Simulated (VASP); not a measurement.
# GaN (scanat) (P6_3/mmc) in VASP: single point with r2SCAN

Aim: the single point of GaN (scanat) with r2SCAN.

Everything below comes from runs of VASP 6.6.1. Logs are shortened: lines on timing, memory, paths and dates and some standing lists are left out, and cuts for length are marked.

### 1 The cell of the first run

It takes space group P6_3/mmc (No. 194, hexagonal). The conventional cell has a = 3.183 Å, b = 3.183 Å, c = 5.186 Å, α = 90.00°, β = 90.00°, γ = 120.00°. Ga (site symmetry -6m2) has 3 N at 1.84 Å within 2.4 Å. Within 2.4 Å of N (site symmetry -6m2) lie 3 Ga at 1.84 Å.

### 2 Single point, r2SCAN

File POSCAR:

```
GaN
1.0
    3.1828215348      0.0000000000      0.0000000000
   -1.5914107674      2.7564043048      0.0000000000
    0.0000000000      0.0000000000      5.1856745519
Ga N
2 2
Direct
    0.3333333333      0.6666666667     -0.0615000000
    0.6666666667      0.3333333333      0.4385000000
    0.3333333333      0.6666666667      0.4385000000
    0.6666666667      0.3333333333      0.9385000000
```

File INCAR.step1:

```
  PREC = Accurate
  ENCUT = 520
  ISMEAR = 0
  SIGMA = 0.01
  LREAL = F
  LASPH = T
  NELM = 60
  NBANDS = 26
  GGA = PE
  ALGO = Normal
  EDIFF = 1E-4
  LWAVE = T
  LCHARG = F
```

File INCAR.step2:

```
  PREC = Accurate
  ENCUT = 520
  EDIFF = 1E-7
  ISMEAR = 0
  SIGMA = 0.01
  LREAL = F
  LASPH = T
  NELM = 60
  ALGO = Normal
  ISIF = 2
  LWAVE = F
  LCHARG = F
  METAGGA = R2SCAN
  LMIXTAU = T
  NBANDS = 26
  ISTART = 1
```

File KPOINTS:

```
regular mesh
0
Gamma
  12 12 6
```

Potentials or basis: VASP PAW PBE potentials, release 64 (Ga_d, N).

Launch:

```sh
cat potpaw_PBE.64/Ga_d/POTCAR potpaw_PBE.64/N/POTCAR > POTCAR
cp INCAR.step1 INCAR
mpirun -np 1 vasp_std > vasp.out
cp INCAR.step2 INCAR
mpirun -np 1 vasp_std > vasp.out
```

OUTCAR:

```text
PREC = Accurate
   ENCUT = 520
   EDIFF = 1E-7
   ISMEAR = 0
   LREAL = F
   LASPH = T
   NELM = 60
   ISIF = 2
   METAGGA = R2SCAN
   ISTART = 1

 ion  position               nearest neighbor table
   1  0.333  0.667  0.938-   4 1.84   4 1.84   4 1.84
   2  0.667  0.333  0.438-   3 1.84   3 1.84   3 1.84
   3  0.333  0.667  0.438-   2 1.84   2 1.84   2 1.84
   4  0.667  0.333  0.938-   1 1.84   1 1.84   1 1.84

  LATTYP: Found a hexagonal cell.
 ALAT       =     3.1828215348
 C/A-ratio  =     1.6292696575

  Lattice vectors:

 A1 = (   3.1828215348,   0.0000000000,   0.0000000000)
 A2 = (  -1.5914107674,   2.7564043048,   0.0000000000)
 A3 = (   0.0000000000,   0.0000000000,   5.1856745519)

Analysis of symmetry for initial positions (statically):
=====================================================================
 Subroutine PRICEL returns:
 Original cell was already a primitive cell.

 Routine SETGRP: Setting up the symmetry group for a
 hexagonal supercell.

 Subroutine GETGRP returns: Found 24 space group operations
 (whereof  6 operations were pure point group operations)
 out of a pool of 24 trial point group operations.

The static configuration has the point symmetry C_3v.
 The point group associated with its full space group is D_6h.

Analysis of symmetry for dynamics (positions and initial velocities):
=====================================================================
 Subroutine PRICEL returns:
 Original cell was already a primitive cell.

 Routine SETGRP: Setting up the symmetry group for a
 hexagonal supercell.

 Subroutine GETGRP returns: Found 24 space group operations
 (whereof  6 operations were pure point group operations)
 out of a pool of 24 trial point group operations.

The dynamic configuration has the point symmetry C_3v.
 The point group associated with its full space group is D_6h.

 Subroutine INISYM returns: Found 24 space group operations
 (whereof  6 operations are pure point group operations),
 and found     1 'primitive' translations

----------------------------------------------------------------------------------------

                                     Primitive cell

  volume of cell :      45.4947

  direct lattice vectors                    reciprocal lattice vectors
     3.182821535  0.000000000  0.000000000     0.314186639  0.181395741  0.000000000
    -1.591410767  2.756404305  0.000000000     0.000000000  0.362791481  0.000000000
     0.000000000  0.000000000  5.185674552     0.000000000  0.000000000  0.192838943

  length of vectors
     3.182821535  3.182821535  5.185674552     0.362791481  0.362791481  0.192838943

  position of ions in fractional coordinates (direct lattice)
     0.333333333  0.666666667  0.938500000
     0.666666667  0.333333333  0.438500000
     0.333333333  0.666666667  0.438500000
     0.666666667  0.333333333  0.938500000

  ion indices of the primitive-cell ions
   primitive index   ion index
                 1           1
                 2           2
                 3           3
                 4           4

----------------------------------------------------------------------------------------

 KPOINTS: regular mesh

Automatic generation of k-mesh.
 Grid dimensions read from file:
 generate k-points for:   12   12    6

 Generating k-lattice:

  Cartesian coordinates                     Fractional coordinates (reciprocal lattice)
     0.026182220  0.015116312  0.000000000     0.083333333  0.000000000  0.000000000
     0.000000000  0.030232623  0.000000000     0.000000000  0.083333333  0.000000000
     0.000000000  0.000000000  0.032139824     0.000000000  0.000000000  0.166666667

  Length of vectors
     0.030232623  0.030232623  0.032139824

  Shift w.r.t. Gamma in fractional coordinates (k-lattice)
     0.000000000  0.000000000  0.000000000

 Subroutine IBZKPT returns following result:
 ===========================================

 Found     76 irreducible k-points:

 Following reciprocal coordinates:
            Coordinates               Weight
  0.000000  0.000000  0.000000      1.000000
  0.083333  0.000000  0.000000      6.000000
  0.166667  0.000000  0.000000      6.000000
  0.250000  0.000000  0.000000      6.000000
  0.333333  0.000000  0.000000      6.000000
  0.416667  0.000000  0.000000      6.000000
[... 16 lines left out ...]
  0.250000  0.000000  0.166667     12.000000
  0.333333  0.000000  0.166667     12.000000
 [... further k-points ...]
   k-points           NKPTS =     76   k-points in BZ     NKDIM =     76   number of bands    NBANDS=     26
   number of dos      NEDOS =    301   number of ions     NIONS =      4
   total plane-waves  NPLWV =  23040
   dimension x,y,z NGX =    24 NGY =   24 NGZ =   40
   dimension x,y,z NGXF=    48 NGYF=   48 NGZF=   80
   ions per type =               2   2
   NGX,Y,Z   is equivalent  to a cutoff of  12.54, 12.54, 12.82 a.u.
   NGXF,Y,Z  is equivalent  to a cutoff of  25.07, 25.07, 25.65 a.u.
 SYSTEM =  unknown system
   PREC   = accura    normal or accurate (medium, high low for compatibility)
   ISTART =      1    job   : 0-new  1-cont  2-samecut
   ICHARG =      0    charge: 1-file 2-atom 10-const
   ISPIN  =      1    spin polarized calculation?
   LNONCOLLINEAR =      F non collinear calculations
   LSORBIT =      F    spin-orbit coupling
   LASPH  =      T    aspherical Exc in radial PAW
   ENCUT  =  520.0 eV  38.22 Ry    6.18 a.u.   5.92  5.92  9.64*2*pi/ulx,y,z
   NELM   =     60;   NELMIN=  2; NELMDL=  0     # of ELM steps
   EDIFF  = 0.1E-06   stopping-criterion for ELM
   LREAL  =      F    real-space projection
   EDIFFG = 0.1E-05   stopping-criterion for IOM
   NSW    =      0    number of steps for IOM
   IBRION =     -1    ionic relax: 0-MD 1-quasi-New 2-CG
   NFREE  =      0    steps in history (QN), initial steepest desc. (CG)
   ISIF   =      2    stress and relaxation
   ISYM   =      2    0-nonsym 1-usesym 2-fastsym
   POTIM  = 0.5000    time-step for ionic-motion
   TEBEG  =    0.0;   TEEND  =   0.0 temperature during run
   PSTRESS=    0.0 pullay stress
   NELECT =      36.0000    total number of electrons
   NUPDOWN=      -1.0000    fix difference up-down
   EMIN   =  10.00;   EMAX   =-10.00  energy-range for DOS
   EFERMI =   0.00;   METHOD = LEGACY
   ISMEAR =     0;   SIGMA  =   0.01  broadening in eV -4-tet -1-fermi 0-gaus
   EFERMI_NEDOS =   21; number of points for ismear=-14 and -15
   IALGO  =     38    algorithm
   IMIX   =      4    mixing-type and parameters
     AMIX     =   0.40;   BMIX     =  1.00
     AMIX_MAG =   1.60;   BMIX_MAG =  1.00
  volume/ion in A,a.u.               =      11.37        76.75
  Fermi-wavevector in a.u.,A,eV,Ry     =   1.514220  2.861460 31.196265  2.292861
  Thomas-Fermi vector in A             =   2.623906
   LORBIT       =      0    0 simple, 1 ext, 2 COOP (PROOUT), +10 PAW based schemes
   METAGGA = R2SCAN    functional components
   LHFCALC =     F    Hartree Fock is set to
   AEXX    =    0.0000 exact exchange contribution
   IVDW    =     0    specifies the selected vdW correction
   LEPSILON=     F    determine dielectric tensor
   LRPA    =     F    only Hartree local field effects (RPA)
 non-spin polarized calculation
 Gauss-broadening in eV      SIGMA  =   0.01
  energy-cutoff  :      520.00
  volume of cell :       45.49
 maximum number of plane-waves:      1248
 NGX is ok and might be reduce to    24
   NGX = 11   NGY = 11   NGZ = 19

 number of electron      35.9999992 magnetization

 Free energy of the ion-electron system (eV)
  ---------------------------------------------------
  ext. energy  EPLUGINS =         0.00000000
  ---------------------------------------------------
  free energy    TOTEN  =       -42.62311527 eV

  energy without entropy =      -42.62311527  energy(sigma->0) =      -42.62311527

 E-fermi :   5.3624     XC(G=0): -12.6288

 val. band max:        5.3046605920   @ k =   0.0833   0.0000   0.0000
 cond. band min:       7.6927868578   @ k =   0.0000   0.0000   0.0000
 fundamental gap:      2.3881262658
 Fermi energy:         5.3624497815

 k-point     1 :       0.0000    0.0000    0.0000
  band No.  band energies     occupation
      1     -12.0525      2.00000
      2     -11.2407      2.00000
      3      -8.9541      2.00000
      4      -8.9540      2.00000
      5      -8.9498      2.00000
      6      -8.9498      2.00000
[... 18 lines left out ...]
     25      17.1870      0.00000
     26      17.8420      0.00000

 k-point     2 :       0.0833    0.0000    0.0000
  band No.  band energies     occupation
      1     -11.9767      2.00000
      2     -11.1976      2.00000
      3      -8.9564      2.00000
      4      -8.9437      2.00000
      5      -8.9309      2.00000
      6      -8.9276      2.00000
[... 18 lines left out ...]
     25      17.2381      0.00000
     26      17.4827      0.00000

 k-point     3 :       0.1667    0.0000    0.0000
  band No.  band energies     occupation
      1     -11.7666      2.00000
      2     -11.0844      2.00000
      3      -8.9516      2.00000
      4      -8.9192      2.00000
      5      -8.8668      2.00000
      6      -8.8658      2.00000
[... 18 lines left out ...]
     25      16.9149      0.00000
     26      18.3090      0.00000

 k-point     4 :       0.2500    0.0000    0.0000
  band No.  band energies     occupation
      1     -11.4761      2.00000
      2     -10.9435      2.00000
      3      -8.9206      2.00000
      4      -8.8642      2.00000
      5      -8.7799      2.00000
      6      -8.7754      2.00000
[... 18 lines left out ...]
     25      18.1978      0.00000
     26      19.5452      0.00000
[... 496 lines left out ...]
      1     -11.7094      2.00000
      2     -11.1149      2.00000
      3      -8.9506      2.00000
      4      -8.9225      2.00000
      5      -8.8692      2.00000
      6      -8.8677      2.00000
[... 18 lines left out ...]
     25      16.9009      0.00000
     26      18.0344      0.00000

 k-point    23 :       0.2500    0.0000    0.1667
  band No.  band energies     occupation
      1     -11.4275      2.00000
      2     -10.9639      2.00000
      3      -8.9191      2.00000
      4      -8.8698      2.00000
      5      -8.7824      2.00000
      6      -8.7786      2.00000
[... 18 lines left out ...]
     25      18.1298      0.00000
     26      18.9994      0.00000

 k-point    24 :       0.3333    0.0000    0.1667
  band No.  band energies     occupation
      1     -11.1532      2.00000
      2     -10.8347      2.00000
      3      -8.8696      2.00000
      4      -8.7952      2.00000
      5      -8.7423      2.00000
      6      -8.6963      2.00000
[... 18 lines left out ...]
     25      19.1196      0.00000
     26      19.3117      0.00000

 [... further k-points ...]

------------------------ aborting loop because EDIFF is reached ----------------------------------------

  FORCE on cell =-STRESS in cart. coord.  units (eV):
  Direction    XX          YY          ZZ          XY          YZ          ZX
  --------------------------------------------------------------------------------------
  -------------------------------------------------------------------------------------
  Total        5.1031059      5.1031059     -0.2314631      0.0000000     -0.0000000     -0.0000000
  in kB      179.7151539    179.7151539     -8.1513933      0.0000000     -0.0000000     -0.0000000
  external PRESSURE =     117.0929715 kB  Pullay stress =       0.0000000 kB

 VOLUME and BASIS-vectors are now :
 -----------------------------------------------------------------------------
  energy-cutoff  :      520.00
  volume of cell :       45.49
      direct lattice vectors                 reciprocal lattice vectors
     3.182821535  0.000000000  0.000000000     0.314186639  0.181395741  0.000000000
    -1.591410767  2.756404305  0.000000000     0.000000000  0.362791481  0.000000000
     0.000000000  0.000000000  5.185674552     0.000000000  0.000000000  0.192838943

 POSITION                                       TOTAL-FORCE (eV/Angst)
 -----------------------------------------------------------------------------------
     -0.00000      1.83760      4.86676        -0.000000     -0.000000      0.000000
      1.59141      0.91880      2.27392         0.000000      0.000000      0.000000
     -0.00000      1.83760      2.27392         0.000000      0.000000     -0.000000
      1.59141      0.91880      4.86676        -0.000000     -0.000000     -0.000000
 -----------------------------------------------------------------------------------
    total drift:                               -0.000000     -0.000000      0.000188

  FREE ENERGIE OF THE ION-ELECTRON SYSTEM (eV)
  ---------------------------------------------------
  free  energy   TOTEN  =       -42.6231152688 eV

  energy  without entropy=      -42.6231152688  energy(sigma->0) =      -42.62311527
```

Run time: 2.7 min. Hardware: 1 thread of Intel Xeon Platinum 8375C at 2.90GHz (Ice Lake), shared host; peak memory 0.22 GiB.

Results:

| Item | Value |
| --- | --- |
| Free energy | -42.6231 eV |
| Pressure | 11.7 GPa |
| Band gap on the k mesh | 2.39 eV, indirect (the least direct gap lies 1.7 meV higher) |

Levels at points of the mesh, in eV from the valence-band top:
| k point | band 14 | band 15 | band 16 | band 17 | band 18 | band 19 | band 20 | band 21 | band 22 | band 23 |
| --- | --- | --- | --- | --- | --- | --- | --- | --- | --- | --- |
| (0.00, 0.00, 0.00) | -1.29 | -1.29 | -0.58 | -0.58 | 0.00 | 2.39 | 4.00 | 9.89 | 10.34 | 10.34 |
| (0.50, 0.00, 0.00) | -6.40 | -3.45 | -3.24 | -2.27 | -1.19 | 5.07 | 5.96 | 6.42 | 9.27 | 9.39 |
| (0.00, 0.00, 0.50) | -3.44 | -0.93 | -0.93 | -0.93 | -0.93 | 4.44 | 4.44 | 8.81 | 8.81 | 10.74 |
| (0.50, 0.00, 0.50) | -7.24 | -2.89 | -2.89 | -1.08 | -1.08 | 4.93 | 4.93 | 6.96 | 6.96 | 10.41 |

Caveat: the PAW data sets were made with another functional, which shifts forces and pressure a little. r2SCAN opens gaps a little over a GGA but as a rule still falls short of measured ones.
